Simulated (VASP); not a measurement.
# MoS2 (P6_3/mmc) in VASP: further runs

Aim: see how the results for MoS2 move with the level of theory and the settings. Levels: LDA, r2SCAN, PBE. Tasks: single point.

Program: VASP 6.6.1. These are calculated values, not measurements. Logs are shortened: lines on timing, memory, paths and dates and some standing lists are left out, and cuts for length are marked.

**1. The cell of the first run**

It takes space group P6_3/mmc (No. 194, hexagonal). The conventional cell has a = 3.173 Å, b = 3.173 Å, c = 12.436 Å, α = 90.00°, β = 90.00°, γ = 120.00°. Mo (site symmetry -6m2) has 6 S at 2.40 Å and 6 Mo at 3.17 Å within 3.2 Å. Within 3.2 Å of S (site symmetry 3m) lie 3 Mo at 2.40 Å and 7 S at 3.11 to 3.17 Å.

**2. Single point, LDA**

File INCAR:

```
PREC = Accurate
ENCUT = 520
EDIFF = 1E-6
ISMEAR = 0
SIGMA = 0.01
LREAL = F
LASPH = T
NELM = 60
ALGO = Normal
ISIF = 2
LWAVE = F
LCHARG = F
NBANDS = 35
```

File KPOINTS:

```
regular mesh
0
Gamma
  12 12 2
```

File POSCAR:

```
MoS2
1.0
    3.1730194991      0.0000000000      0.0000000000
   -1.5865097496      2.7479154930      0.0000000000
    0.0000000000      0.0000000000     12.4359058611
Mo S
2 4
Direct
    0.3333333333      0.6666666667      0.2500000000
    0.6666666667      0.3333333333      0.7500000000
    0.3333333333      0.6666666667      0.6249005404
    0.6666666667      0.3333333333      0.1249005404
    0.3333333333      0.6666666667      0.8750994596
    0.6666666667      0.3333333333      0.3750994596
```

Potentials or basis: VASP PAW LDA potentials, release 64 (Mo_sv, S).

The run is started by

```
cat potpaw_LDA.64/Mo_sv/POTCAR potpaw_LDA.64/S/POTCAR > POTCAR
mpirun -np 1 vasp_std > vasp.out
```

OUTCAR:

```text
PREC = Accurate
   ENCUT = 520
   EDIFF = 1E-6
   ISMEAR = 0
   LREAL = F
   LASPH = T
   NELM = 60
   ISIF = 2

 ion  position               nearest neighbor table
   1  0.333  0.667  0.250-   4 2.40   6 2.40   4 2.40   6 2.40   4 2.40   6 2.40
   2  0.667  0.333  0.750-   3 2.40   5 2.40   3 2.40   5 2.40   3 2.40   5 2.40
   3  0.333  0.667  0.625-   2 2.40   2 2.40   2 2.40
   4  0.667  0.333  0.125-   1 2.40   1 2.40   1 2.40
   5  0.333  0.667  0.875-   2 2.40   2 2.40   2 2.40
   6  0.667  0.333  0.375-   1 2.40   1 2.40   1 2.40

  LATTYP: Found a hexagonal cell.
 ALAT       =     3.1730194991
 C/A-ratio  =     3.9192655023

  Lattice vectors:

 A1 = (   3.1730194991,   0.0000000000,   0.0000000000)
 A2 = (  -1.5865097496,   2.7479154930,   0.0000000000)
 A3 = (   0.0000000000,   0.0000000000,  12.4359058611)

Analysis of symmetry for initial positions (statically):
=====================================================================
 Subroutine PRICEL returns:
 Original cell was already a primitive cell.

 Routine SETGRP: Setting up the symmetry group for a
 hexagonal supercell.

 Subroutine GETGRP returns: Found 24 space group operations
 (whereof 12 operations were pure point group operations)
 out of a pool of 24 trial point group operations.

The static configuration has the point symmetry D_3d.
 The point group associated with its full space group is D_6h.

Analysis of symmetry for dynamics (positions and initial velocities):
=====================================================================
 Subroutine PRICEL returns:
 Original cell was already a primitive cell.

 Routine SETGRP: Setting up the symmetry group for a
 hexagonal supercell.

 Subroutine GETGRP returns: Found 24 space group operations
 (whereof 12 operations were pure point group operations)
 out of a pool of 24 trial point group operations.

The dynamic configuration has the point symmetry D_3d.
 The point group associated with its full space group is D_6h.

 Subroutine INISYM returns: Found 24 space group operations
 (whereof 12 operations are pure point group operations),
 and found     1 'primitive' translations

----------------------------------------------------------------------------------------

                                     Primitive cell

  volume of cell :     108.4310

  direct lattice vectors                    reciprocal lattice vectors
     3.173019499  0.000000000  0.000000000     0.315157219  0.181956105  0.000000000
    -1.586509750  2.747915493  0.000000000     0.000000000  0.363912210  0.000000000
     0.000000000  0.000000000 12.435905861     0.000000000  0.000000000  0.080412317

  length of vectors
     3.173019499  3.173019499 12.435905861     0.363912210  0.363912210  0.080412317

  position of ions in fractional coordinates (direct lattice)
     0.333333333  0.666666667  0.250000000
     0.666666667  0.333333333  0.750000000
     0.333333333  0.666666667  0.624900540
     0.666666667  0.333333333  0.124900540
     0.333333333  0.666666667  0.875099460
     0.666666667  0.333333333  0.375099460

  ion indices of the primitive-cell ions
   primitive index   ion index
                 1           1
                 2           2
                 3           3
                 4           4
                 5           5
                 6           6

----------------------------------------------------------------------------------------

 KPOINTS: regular mesh

Automatic generation of k-mesh.
 Grid dimensions read from file:
 generate k-points for:   12   12    2

 Generating k-lattice:

  Cartesian coordinates                     Fractional coordinates (reciprocal lattice)
     0.026263102  0.015163009  0.000000000     0.083333333  0.000000000  0.000000000
     0.000000000  0.030326018  0.000000000     0.000000000  0.083333333  0.000000000
     0.000000000  0.000000000  0.040206158     0.000000000  0.000000000  0.500000000

  Length of vectors
     0.030326018  0.030326018  0.040206158

  Shift w.r.t. Gamma in fractional coordinates (k-lattice)
     0.000000000  0.000000000  0.000000000

 Subroutine IBZKPT returns following result:
 ===========================================

 Found     38 irreducible k-points:

 Following reciprocal coordinates:
            Coordinates               Weight
  0.000000  0.000000  0.000000      1.000000
  0.083333 -0.000000  0.000000      6.000000
  0.166667 -0.000000  0.000000      6.000000
  0.250000  0.000000  0.000000      6.000000
  0.333333 -0.000000  0.000000      6.000000
  0.416667 -0.000000  0.000000      6.000000
[... 16 lines left out ...]
  0.250000  0.000000  0.500000      6.000000
  0.333333 -0.000000  0.500000      6.000000
 [... further k-points ...]
   k-points           NKPTS =     38   k-points in BZ     NKDIM =     38   number of bands    NBANDS=     35
   number of dos      NEDOS =    301   number of ions     NIONS =      6
   total plane-waves  NPLWV =  55296
   dimension x,y,z NGX =    24 NGY =   24 NGZ =   96
   dimension x,y,z NGXF=    48 NGYF=   48 NGZF=  192
   ions per type =               2   4
   NGX,Y,Z   is equivalent  to a cutoff of  12.57, 12.57, 12.83 a.u.
   NGXF,Y,Z  is equivalent  to a cutoff of  25.15, 25.15, 25.67 a.u.
 SYSTEM =  unknown system
   PREC   = accura    normal or accurate (medium, high low for compatibility)
   ISTART =      0    job   : 0-new  1-cont  2-samecut
   ICHARG =      2    charge: 1-file 2-atom 10-const
   ISPIN  =      1    spin polarized calculation?
   LNONCOLLINEAR =      F non collinear calculations
   LSORBIT =      F    spin-orbit coupling
   LASPH  =      T    aspherical Exc in radial PAW
   ENCUT  =  520.0 eV  38.22 Ry    6.18 a.u.   5.90  5.90 23.12*2*pi/ulx,y,z
   NELM   =     60;   NELMIN=  2; NELMDL= -5     # of ELM steps
   EDIFF  = 0.1E-05   stopping-criterion for ELM
   LREAL  =      F    real-space projection
   EDIFFG = 0.1E-04   stopping-criterion for IOM
   NSW    =      0    number of steps for IOM
   IBRION =     -1    ionic relax: 0-MD 1-quasi-New 2-CG
   NFREE  =      0    steps in history (QN), initial steepest desc. (CG)
   ISIF   =      2    stress and relaxation
   ISYM   =      2    0-nonsym 1-usesym 2-fastsym
   POTIM  = 0.5000    time-step for ionic-motion
   TEBEG  =    0.0;   TEEND  =   0.0 temperature during run
   PSTRESS=    0.0 pullay stress
   NELECT =      52.0000    total number of electrons
   NUPDOWN=      -1.0000    fix difference up-down
   EMIN   =  10.00;   EMAX   =-10.00  energy-range for DOS
   EFERMI =   0.00;   METHOD = LEGACY
   ISMEAR =     0;   SIGMA  =   0.01  broadening in eV -4-tet -1-fermi 0-gaus
   EFERMI_NEDOS =   21; number of points for ismear=-14 and -15
   IALGO  =     38    algorithm
   IMIX   =      4    mixing-type and parameters
     AMIX     =   0.40;   BMIX     =  1.00
     AMIX_MAG =   1.60;   BMIX_MAG =  1.00
  volume/ion in A,a.u.               =      18.07       121.95
  Fermi-wavevector in a.u.,A,eV,Ry     =   1.281420  2.421532 22.341266  1.642037
  Thomas-Fermi vector in A             =   2.413791
   LORBIT       =      0    0 simple, 1 ext, 2 COOP (PROOUT), +10 PAW based schemes
   GGA     = CA    functional components
   LHFCALC =     F    Hartree Fock is set to
   AEXX    =    0.0000 exact exchange contribution
   IVDW    =     0    specifies the selected vdW correction
   LEPSILON=     F    determine dielectric tensor
   LRPA    =     F    only Hartree local field effects (RPA)
 non-spin polarized calculation
 Gauss-broadening in eV      SIGMA  =   0.01
  energy-cutoff  :      520.00
  volume of cell :      108.43
 maximum number of plane-waves:      2944
 NGX is ok and might be reduce to    24
   NGX = 11   NGY = 11   NGZ = 47

 number of electron      51.9999999 magnetization

 Free energy of the ion-electron system (eV)
  ---------------------------------------------------
  ext. energy  EPLUGINS =         0.00000000
  ---------------------------------------------------
  free energy    TOTEN  =       -48.88631253 eV

  energy without entropy =      -48.88631253  energy(sigma->0) =      -48.88631253

 E-fermi :   7.2827     XC(G=0): -11.0355

 val. band max:        7.2000704190   @ k =   0.0000   0.0000   0.0000
 cond. band min:       8.0726676088   @ k =   0.1667   0.1667   0.0000
 fundamental gap:      0.8725971898
 Fermi energy:         7.2826691107

 k-point     1 :       0.0000    0.0000    0.0000
  band No.  band energies     occupation
      1     -53.9633      2.00000
      2     -53.9633      2.00000
      3     -28.3148      2.00000
      4     -28.3147      2.00000
      5     -28.0852      2.00000
      6     -28.0852      2.00000
[... 27 lines left out ...]
     34       9.6528      0.00000
     35      12.6101      0.00000

 k-point     2 :       0.0833   -0.0000    0.0000
  band No.  band energies     occupation
      1     -53.9606      2.00000
      2     -53.9606      2.00000
      3     -28.3095      2.00000
      4     -28.3094      2.00000
      5     -28.1123      2.00000
      6     -28.1123      2.00000
[... 27 lines left out ...]
     34       9.5435      0.00000
     35      13.1123      0.00000

 k-point     3 :       0.1667   -0.0000    0.0000
  band No.  band energies     occupation
      1     -53.9532      2.00000
      2     -53.9532      2.00000
      3     -28.2950      2.00000
      4     -28.2950      2.00000
      5     -28.1857      2.00000
      6     -28.1857      2.00000
[... 27 lines left out ...]
     34       9.9669      0.00000
     35      14.0986      0.00000
[... 723 lines left out ...]
 k-point    23 :       0.2500    0.0000    0.5000
  band No.  band energies     occupation
      1     -53.9431      2.00000
      2     -53.9431      2.00000
      3     -28.2845      2.00000
      4     -28.2845      2.00000
      5     -28.2752      2.00000
      6     -28.2752      2.00000
[... 27 lines left out ...]
     34      10.3461      0.00000
     35      14.4827      0.00000

 k-point    24 :       0.3333   -0.0000    0.5000
  band No.  band energies     occupation
      1     -53.9330      2.00000
      2     -53.9330      2.00000
      3     -28.3819      2.00000
      4     -28.3819      2.00000
      5     -28.2553      2.00000
      6     -28.2553      2.00000
[... 27 lines left out ...]
     34      10.6574      0.00000
     35      13.8137      0.00000

 [... further k-points ...]

------------------------ aborting loop because EDIFF is reached ----------------------------------------

  FORCE on cell =-STRESS in cart. coord.  units (eV):
  Direction    XX          YY          ZZ          XY          YZ          ZX
  --------------------------------------------------------------------------------------
  -------------------------------------------------------------------------------------
  Total       -3.7628962     -3.7628962     -2.7565086      0.0000000     -0.0000000      0.0000000
  in kB      -55.6005747    -55.6005747    -40.7301855      0.0000000     -0.0000000      0.0000000
  external PRESSURE =     -50.6437783 kB  Pullay stress =       0.0000000 kB

 VOLUME and BASIS-vectors are now :
 -----------------------------------------------------------------------------
  energy-cutoff  :      520.00
  volume of cell :      108.43
      direct lattice vectors                 reciprocal lattice vectors
     3.173019499  0.000000000  0.000000000     0.315157219  0.181956105  0.000000000
    -1.586509750  2.747915493  0.000000000     0.000000000  0.363912210  0.000000000
     0.000000000  0.000000000 12.435905861     0.000000000  0.000000000  0.080412317

 POSITION                                       TOTAL-FORCE (eV/Angst)
 -----------------------------------------------------------------------------------
     -0.00000      1.83194      3.10898        -0.000000     -0.000000      0.000000
      1.58651      0.91597      9.32693         0.000000      0.000000      0.000000
     -0.00000      1.83194      7.77120         0.000000     -0.000000      0.305652
      1.58651      0.91597      1.55325        -0.000000      0.000000      0.305652
     -0.00000      1.83194     10.88265         0.000000     -0.000000     -0.305652
      1.58651      0.91597      4.66470        -0.000000      0.000000     -0.305652
 -----------------------------------------------------------------------------------
    total drift:                               -0.000000      0.000000     -0.000000

  FREE ENERGIE OF THE ION-ELECTRON SYSTEM (eV)
  ---------------------------------------------------
  free  energy   TOTEN  =       -48.8863125323 eV

  energy  without entropy=      -48.8863125323  energy(sigma->0) =      -48.88631253
```

It took 51 s on 1 thread of Intel Xeon 6975P-C (Granite Rapids), shared host; peak memory 0.24 GiB.

Results:

| Quantity | Value |
| --- | --- |
| Free energy | -48.8863 eV |
| Pressure | -5.1 GPa |
| Largest force | 0.306 eV/Å |
| Band gap on the k mesh | 0.87 eV (least direct gap 1.64 eV) |

Forces on the atoms (eV/Å):
```
Mo   0.000  0.000  0.000
Mo   0.000  0.000  0.000
S    0.000  0.000  0.306
S    0.000  0.000  0.306
S    0.000  0.000 -0.306
S    0.000  0.000 -0.306
```

Stress tensor (GPa, compression positive):
```
-5.56  0.00  0.00
 0.00 -5.56  0.00
 0.00  0.00 -4.07
```

Levels at points of the mesh, in eV from the valence-band top:
```
           k point  band 23  band 24  band 25  band 26  band 27  band 28  band 29  band 30
(0.00, 0.00, 0.00)    -2.18    -1.22    -1.14     0.00     2.09     2.09     2.11     2.11
(0.50, 0.00, 0.00)    -1.72    -1.55    -1.40    -1.28     1.56     1.61     1.97     2.22
(0.00, 0.00, 0.50)    -2.20    -2.20    -0.27    -0.27     2.10     2.10     2.10     2.10
(0.50, 0.00, 0.50)    -1.64    -1.64    -1.33    -1.33     1.58     1.58     2.11     2.11
```

Caveat: the cell stands under tension. A k mesh can miss the band edges.

**3. Single point, r2SCAN**

POSCAR is that of step 2.

File INCAR.step1:

```
SYSTEM = MoS2
  ALGO = Normal
  EDIFF = 1E-4
  ENCUT = 520
  GGA = PE
  ISMEAR = 0
  LASPH = .True.
  LCHARG = .False.
  LREAL = .False.
  LWAVE = .True.
  NBANDS = 35
  NELM = 80
  PREC = Accurate
  SIGMA = 0.01
```

File INCAR.step2:

```
SYSTEM = MoS2
  ALGO = Normal
  EDIFF = 1E-6
  ENCUT = 520
  ISIF = 2
  ISMEAR = 0
  ISTART = 1
  LASPH = .True.
  LCHARG = .True.
  LELF = .True.
  LMIXTAU = .True.
  LREAL = .False.
  LVHAR = .True.
  LWAVE = .False.
  METAGGA = R2SCAN
  NBANDS = 35
  NELM = 80
  PREC = Accurate
  SIGMA = 0.01
```

File KPOINTS:

```
k-points
0
Gamma
  12 12 2
  0 0 0
```

Potentials or basis: VASP PAW PBE potentials, release 64 (Mo_sv, S).

The run is started by

```
cat potpaw_PBE.64/Mo_sv/POTCAR potpaw_PBE.64/S/POTCAR > POTCAR
cp INCAR.step1 INCAR
mpirun -np 1 vasp_std > vasp.out
cp INCAR.step2 INCAR
mpirun -np 1 vasp_std > vasp.out
```

Run time: 3.9 min. Hardware: 1 thread of Intel Xeon 6975P-C (Granite Rapids), shared host; peak memory 0.3 GiB.

It converged, with:

- Free energy: -90.0614 eV
- Pressure: 1.2 GPa
- Largest force: 0.051 eV/Å
- Band gap on the k mesh: 1.05 eV (least direct gap 1.75 eV)

Forces on the atoms (eV/Å):
```
Mo   0.000  0.000  0.000
Mo   0.000  0.000  0.000
S    0.000  0.000  0.051
S    0.000  0.000  0.051
S    0.000  0.000 -0.051
S    0.000  0.000 -0.051
```

Stress tensor (GPa, compression positive):
```
1.28 0.00 0.00
0.00 1.28 0.00
0.00 0.00 1.05
```

Levels at points of the mesh, in eV from the valence-band top:
```
           k point  band 23  band 24  band 25  band 26  band 27  band 28  band 29  band 30
(0.00, 0.00, 0.00)    -2.31    -1.37    -1.11     0.00     2.25     2.25     2.27     2.27
(0.50, 0.00, 0.00)    -1.88    -1.71    -1.43    -1.32     1.70     1.75     2.13     2.37
(0.00, 0.00, 0.50)    -2.33    -2.33    -0.29    -0.29     2.26     2.26     2.26     2.26
(0.50, 0.00, 0.50)    -1.79    -1.79    -1.37    -1.37     1.72     1.72     2.26     2.26
```

Caveat: the PAW data sets were made with another functional, which shifts forces and pressure a little. r2SCAN opens gaps a little over a GGA but as a rule still falls short of measured ones.

**4. Single point, PBE**

File INCAR:

```
SYSTEM = MoS2
  ALGO = Normal
  EDIFF = 1E-7
  ENCUT = 520
  GGA = PE
  ISIF = 2
  ISMEAR = 0
  LASPH = .True.
  LCHARG = .False.
  LREAL = .False.
  LWAVE = .False.
  NBANDS = 35
  NELM = 60
  PREC = Accurate
  SIGMA = 0.01
```

KPOINTS is that of step 3.

File POSCAR:

```
MoS2
1.0
    3.1730195036      0.0000000000      0.0000000000
   -1.5865097518      2.7479154968      0.0000000000
    0.0000000000      0.0000000000     12.4359058305
Mo S
2 4
Direct
    0.3333333333      0.6666666667      0.2500000000
    0.6666666667      0.3333333333      0.7500000000
    0.3333333333      0.6666666667      0.6249005406
    0.6666666667      0.3333333333      0.1249005406
    0.3333333333      0.6666666667      0.8750994594
    0.6666666667      0.3333333333      0.3750994594
```

The run is started by

```
cat potpaw_PBE.64/Mo_sv/POTCAR potpaw_PBE.64/S/POTCAR > POTCAR
mpirun -np 1 vasp_std > vasp.out
```

Wall time 1.7 min (1 thread of Intel Xeon Platinum 8259CL at 2.50GHz (Skylake/Cascade Lake), shared host); peak memory 0.28 GiB.

It converged, with:

```yaml
Free_energy: -43.6326 eV
Pressure: 2.3 GPa
Largest_force: 0.098 eV/Å
Band_gap_on_the_k_mesh: 0.95 eV (least direct gap 1.64 eV)
```

Forces in eV/Å, atoms in the order of the input:
```
Mo   0.000  0.000  0.000
Mo   0.000  0.000  0.000
S    0.000  0.000 -0.098
S    0.000  0.000 -0.098
S    0.000  0.000  0.098
S    0.000  0.000  0.098
```

Stress tensor (GPa, compression positive):
```
1.82 0.00 0.00
0.00 1.82 0.00
0.00 0.00 3.16
```

Levels at points of the mesh, in eV from the valence-band top:
```
           k point  band 23  band 24  band 25  band 26  band 27  band 28  band 29  band 30
(0.00, 0.00, 0.00)    -2.16    -1.25    -1.08     0.00     2.11     2.11     2.14     2.14
(0.50, 0.00, 0.00)    -1.73    -1.56    -1.37    -1.26     1.60     1.64     2.02     2.25
(0.00, 0.00, 0.50)    -2.18    -2.18    -0.27    -0.27     2.12     2.12     2.12     2.12
(0.50, 0.00, 0.50)    -1.65    -1.65    -1.31    -1.31     1.62     1.62     2.15     2.15
```

Caveat: this functional lacks dispersion, which binds the layers, so the pressure and a relaxed spacing across them are unreliable. A k mesh can miss the band edges.

**5. Summary**

```csv
level,potentials or basis,gap on the mesh (eV),pressure (GPa),largest force (eV/Å)
LDA,"VASP PAW LDA potentials, release 64 (Mo_sv, S)",0.87,-5.1,0.31
r2SCAN,"VASP PAW PBE potentials, release 64 (Mo_sv, S)",1.05,1.2,0.05
PBE,"VASP PAW PBE potentials, release 64 (Mo_sv, S)",0.95,2.3,0.10
```

Alike in all rows: task single point; no spin polarisation; cell as given; k mesh 12 × 12 × 2; cutoff (eV) 520; smearing gaussian 0.01 eV.

Caveats: the cell stands under tension (at least some runs); the PAW data sets were made with another functional, which shifts forces and pressure a little (at least some runs); this functional lacks dispersion, which binds the layers, so the pressure and a relaxed spacing across them are unreliable (at least some runs).

Absolute energies hang on the potentials; compare differences alone.
